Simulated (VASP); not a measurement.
# WC (P-6m2) in VASP: further runs, part 2 of 2

VASP 6.6.1.

### Step 4. Relaxation of cell and atoms, PBE

The input, INCAR:

```
SYSTEM = WC
PREC = Accurate
ENCUT = 600
EDIFF = 1E-7
ISMEAR = 0
SIGMA = 0.1
LREAL = .FALSE.
LASPH = .TRUE.
NELM = 100
ALGO = Normal
ISIF = 3
LWAVE = .FALSE.
LCHARG = .FALSE.
GGA = PE
IBRION = 2
NSW = 90
EDIFFG = -0.04
```

The input, KPOINTS:

```
regular mesh
0
G
  6 6 6
  0 0 0
```

The input, POSCAR:

```
WC
1.0
    2.9005014200      0.0000000000      0.0000000000
   -1.4502507100      2.5119079100      0.0000000000
    0.0000000000      0.0000000000      2.8290000000
W C
1 1
Direct
    0.0000000000      0.0000000000      0.0000000000
    0.6666666700      0.3333333300      0.5000000000
```

Potentials or basis: VASP PAW PBE potentials, release 64 (W_sv, C).

Run with:

```
$ cat potpaw_PBE.64/W_sv/POTCAR potpaw_PBE.64/C/POTCAR > POTCAR
$ mpirun -np 1 vasp_std > vasp.out
```

OUTCAR:

```text
SYSTEM = WC
   PREC = Accurate
   ENCUT = 600
   EDIFF = 1E-7
   ISMEAR = 0
   LREAL = .FALSE.
   LASPH = .TRUE.
   NELM = 100
   ISIF = 3
   GGA = PE
   IBRION = 2
   NSW = 90
   EDIFFG = -0.04

 ion  position               nearest neighbor table
   1  0.000  0.000  0.000-   2 2.19   2 2.19   2 2.19   2 2.19   2 2.19   2 2.19
   2  0.667  0.333  0.500-   1 2.19   1 2.19   1 2.19   1 2.19   1 2.19   1 2.19

  LATTYP: Found a hexagonal cell.
 ALAT       =     2.9005014200
 C/A-ratio  =     0.9753486002

  Lattice vectors:

 A1 = (   2.9005014200,   0.0000000000,   0.0000000000)
 A2 = (  -1.4502507100,   2.5119079100,   0.0000000000)
 A3 = (   0.0000000000,   0.0000000000,   2.8290000000)

Analysis of symmetry for initial positions (statically):
=====================================================================
 Subroutine PRICEL returns:
 Original cell was already a primitive cell.

 Routine SETGRP: Setting up the symmetry group for a
 hexagonal supercell.

 Subroutine GETGRP returns: Found 12 space group operations
 (whereof 12 operations were pure point group operations)
 out of a pool of 24 trial point group operations.
[... 173 lines left out ...]
  Total        1.2895285      1.2895285      1.1268469      0.0000000      0.0000000      0.0000000
  in kB      100.2378633    100.2378631     87.5922607      0.0000000      0.0000000      0.0000000
  external PRESSURE =      96.0226624 kB  Pullay stress =       0.0000000 kB
[... 167 lines left out ...]
--------------------------------------- Ionic step        6  -------------------------------------------

 number of electron      18.0000001 magnetization

 Free energy of the ion-electron system (eV)
  ---------------------------------------------------
  ext. energy  EPLUGINS =         0.00000000
  ---------------------------------------------------
  free energy    TOTEN  =       -22.44683651 eV

  energy without entropy =      -22.44326431  energy(sigma->0) =      -22.44505041

 E-fermi :  11.0800     XC(G=0): -13.7029

 val. band max:       10.9638805186   @ k =   0.0000   0.0000   0.0000
 cond. band min:      11.0932753661   @ k =   0.5000   0.0000   0.5000
 fundamental gap:      0.1293948475
 Fermi energy:        11.0800334278

 k-point     1 :       0.0000    0.0000    0.0000
  band No.  band energies     occupation
      1     -63.2125      2.00000
      2     -27.1852      2.00000
      3     -27.1013      2.00000
      4     -27.1013      2.00000
      5      -3.4841      2.00000
      6       6.6208      2.00000
      7       7.5424      2.00000
      8       7.5424      2.00000
      9      10.9639      1.89954
     10      13.9928      0.00000
     11      13.9928      0.00000
     12      16.3812      0.00000
     13      16.3812      0.00000
[... 354 lines left out ...]
  band No.  band energies     occupation
      1     -63.1349      2.00000
      2     -27.7814      2.00000
      3     -27.5755      2.00000
      4     -27.1612      2.00000
      5      -0.1549      2.00000
      6       4.3456      2.00000
      7       6.9990      2.00000
      8       7.2098      2.00000
      9       9.5352      2.00000
     10      13.4235      0.00000
     11      15.9504      0.00000
     12      16.3906      0.00000
     13      18.7938      0.00000

 [... further k-points ...]
[... 5 lines left out ...]
  --------------------------------------------------------------------------------------
  -------------------------------------------------------------------------------------
  Total        0.0000172      0.0000172     -0.0004157      0.0000000     -0.0000000     -0.0000000
  in kB        0.0013057      0.0013057     -0.0315441      0.0000000     -0.0000000     -0.0000000
  external PRESSURE =      -0.0096442 kB  Pullay stress =       0.0000000 kB
[... 17 lines left out ...]
  FREE ENERGIE OF THE ION-ELECTRON SYSTEM (eV)
  ---------------------------------------------------
  free  energy   TOTEN  =       -22.4468365086 eV

  energy  without entropy=      -22.4432643118  energy(sigma->0) =      -22.44505041

 reached required accuracy - stopping structural energy minimisation
```

It took 14 s on 1 thread of Intel Xeon 6975P-C (Granite Rapids), shared host; peak memory 0.15 GiB.

Results:

| Item | Value |
| --- | --- |
| Free energy | -22.4468 eV |
| Relaxed volume | 10.56 Å³/atom |
| Relaxed cell | a = 2.928 Å, b = 2.928 Å, c = 2.845 Å, α = 90.00°, β = 90.00°, γ = 120.00° |
| Space group after relaxing (to 0.05 Å) | P-6m2 (No. 187) |
| Energy gained by relaxing | 7.5 meV/atom |
| Ionic steps | 6 |
| Pressure after relaxing | 0.0 GPa |
| Band gap on the k mesh | zero (band 9 reaches 11.49 eV, above the bottom of band 10 at 10.27 eV) |

Step by step:
```csv
step,energy change (eV),largest force (eV/Å),pressure (GPa),volume (Å³)
1,0.0000,0.0000,9.60,20.61
2,0.0843,0.0000,-21.51,22.51
3,-0.0147,0.0000,-0.28,21.12
4,-0.0147,0.0000,-0.06,21.11
5,-0.0147,0.0000,0.06,21.12
6,-0.0149,0.0000,0.00,21.11
```

Final structure:
```cif
data_structure
_symmetry_space_group_name_H-M 'P 1'
_symmetry_Int_Tables_number 1
_cell_length_a 2.9276
_cell_length_b 2.9276
_cell_length_c 2.8445
_cell_angle_alpha 90.000
_cell_angle_beta 90.000
_cell_angle_gamma 120.000
_cell_volume 21.11
loop_
_atom_site_label
_atom_site_type_symbol
_atom_site_fract_x
_atom_site_fract_y
_atom_site_fract_z
_atom_site_occupancy
W1 W 0.00000 0.00000 0.00000 1
C1 C 0.66667 0.33333 0.50000 1
```

Caveat: the k points lie up to 0.41 Å⁻¹ apart in the final cell; spin-orbit coupling is left out, which moves the levels of the heavy elements. PBE usually gives volumes a little too large and moduli too small.

### Step 5. Single point, PBE

This run uses another cell than the first one: it holds 4 atoms, not 2.

The input, INCAR:

```
  ALGO = Normal
  EDIFF = 1E-6
  ENCUT = 520
  GGA = PE
  ISIF = 2
  ISMEAR = 0
  LASPH = T
  LCHARG = F
  LREAL = F
  LWAVE = F
  NBANDS = 26
  NELM = 80
  PREC = Accurate
  SIGMA = 0.2
```

The input, KPOINTS:

```
k-points
0
Gamma
  8 8 4
```

The input, POSCAR:

```
WC
1.0
    0.0000000000      0.0000000000      2.8465286936
    2.9222431135      0.0000000000      0.0000000000
    0.0000000000      5.0614735447      0.0000000000
W C
2 2
Direct
    1.0000000000      0.5000000000      0.5000000000
    0.0000000000      0.0000000000      0.0000000000
    0.5000000000      0.5000000000      0.1666666667
    0.5000000000      1.0000000000      0.6666666667
```

Run with:

```
$ cat potpaw_PBE.64/W_sv/POTCAR potpaw_PBE.64/C/POTCAR > POTCAR
$ mpirun -np 1 vasp_std > vasp.out
```

Run time: 22 s. Hardware: 1 thread of Intel Xeon 6975P-C (Granite Rapids), shared host; peak memory 0.21 GiB.

The run converged. Its results:

| Item | Value |
| --- | --- |
| Free energy | -44.9116 eV |
| Pressure | 1.0 GPa |
| Largest force | 0.009 eV/Å |
| Band gap on the k mesh | zero (band 18 reaches 11.55 eV, above the bottom of band 19 at 10.70 eV) |

Forces in eV/Å, atoms in the order of the input:
```
W    0.000  0.009  0.000
W    0.000  0.009  0.000
C    0.000 -0.009  0.000
C    0.000 -0.009  0.000
```

Stress tensor (GPa, compression positive):
```
1.15 0.00 0.00
0.00 1.33 0.00
0.00 0.00 0.41
```

Levels at points of the mesh, in eV from the Fermi level:
```
           k point  band 16  band 17  band 18  band 19  band 20  band 21
(0.00, 0.00, 0.00)    -3.34    -0.54     0.04     2.25     3.11     3.11
(0.50, 0.00, 0.00)    -2.06    -0.62    -0.62     0.20     3.58     4.28
(0.00, 0.50, 0.00)    -3.33    -0.48    -0.48     1.14     1.14     2.30
(0.50, 0.50, 0.00)    -2.03    -1.34    -1.34     4.89     4.89     5.27
(0.00, 0.00, 0.50)    -2.32    -2.03    -2.03     2.66     2.66     3.58
(0.50, 0.00, 0.50)    -3.15    -1.80    -1.80     1.30     1.30     4.72
(0.00, 0.50, 0.50)    -3.56    -0.54    -0.54     2.25     2.25     4.38
(0.50, 0.50, 0.50)    -4.22     0.20     0.20     4.28     4.28     5.15
```

Caveat: spin-orbit coupling is left out, which moves the levels of the heavy elements.

### Step 6. The runs side by side

| task | cell | k mesh | cutoff (eV) | smearing | gap on the mesh (eV) | pressure (GPa) |
| --- | --- | --- | --- | --- | --- | --- |
| single point | a = 2.901, b = 2.901, c = 2.829 Å, angles 90.0, 90.0, 120.0°, 2 atoms | 6 × 6 × 6 | 520 | gaussian 0.1 eV | none | 9.7 |
| single point | a = 2.926, b = 2.926, c = 2.842 Å, angles 90.0, 90.0, 120.0°, 2 atoms | 6 × 6 × 6 | 520 | gaussian 0.1 eV | none | 0.9 |
| relaxation of cell and atoms | relaxed from a = 2.901, b = 2.901, c = 2.829 Å, angles 90.0, 90.0, 120.0°, 2 atoms | 6 × 6 × 6 | 600 | gaussian 0.1 eV | none | 0.0 |
| single point | a = 2.847, b = 2.922, c = 5.061 Å, 4 atoms | 8 × 8 × 4 | 520 | gaussian 0.2 eV | none | 1.0 |

Alike in all rows: level PBE; potentials or basis VASP PAW PBE potentials, release 64 (W_sv, C); no spin polarisation.

Caveats: some runs use coarse meshes; spin-orbit coupling is left out, which moves the levels of the heavy elements.

Total energies depend on the potentials used, so only differences within one code and one set of settings carry meaning.
